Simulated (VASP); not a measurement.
A run of VASP 6.6.1:

The input INCAR:

```
PREC     = Accurate       # precision mode
ENCUT    = 520            # plane-wave cutoff, eV
EDIFF    = 1E-6           # SCF threshold, eV
ISMEAR   = 0              # smearing method
SIGMA    = 0.1            # smearing width, eV
LREAL    = F              # projectors in reciprocal space
LASPH    = T              # aspherical terms in the spheres
NELM     = 150            # most SCF steps
ALGO     = Fast           # electronic algorithm
ISIF     = 2              # what is computed and relaxed
LWAVE    = F              # write WAVECAR
LCHARG   = F              # write CHGCAR
ISPIN    = 2              # spin polarisation
MAGMOM   = 7 7            # initial moments
LORBIT   = 11             # projections on sites
LMAXMIX  = 6              # l up to which the mixer works
LDAU     = T              # DFT+U
LDAUTYPE = 2            
LDAUL    = 3              # shell
LDAUU    = 4              # U, eV
LDAUJ    = 0            
LDAUPRINT= 1            
GGA      = PE             # functional
NBANDS   = 29             # bands
```

The input KPOINTS:

```
Automatic mesh
0
Gamma
  6 6 4
```

The input POSCAR:

```
Gd
1.0
    3.6360000000      0.0000000000      0.0000000000
   -1.8180000000      3.1488683680      0.0000000000
    0.0000000000      0.0000000000      5.7826000000
Gd
2
Direct
    0.3333333330      0.6666666670      0.2500000000
    0.6666666670      0.3333333330      0.7500000000
```

Potentials or basis: VASP PAW PBE potentials, release 64 (Gd).

Launch:

```bash
$ cat potpaw_PBE.64/Gd/POTCAR > POTCAR
$ mpirun -np 1 vasp_std > vasp.out
```

Hardware: 1 thread of Intel(R) Xeon(R) Platinum 8259CL CPU @ 2.50GHz (Skylake/Cascade Lake) (shared host).

Problem. Estimate the wall time of this run.

Solution. It took 13 min on 1 thread of Intel(R) Xeon(R) Platinum 8259CL CPU @ 2.50GHz (Skylake/Cascade Lake) (shared host), peak memory 0.26 GiB. Counts: scf iterations 100, k points 21.
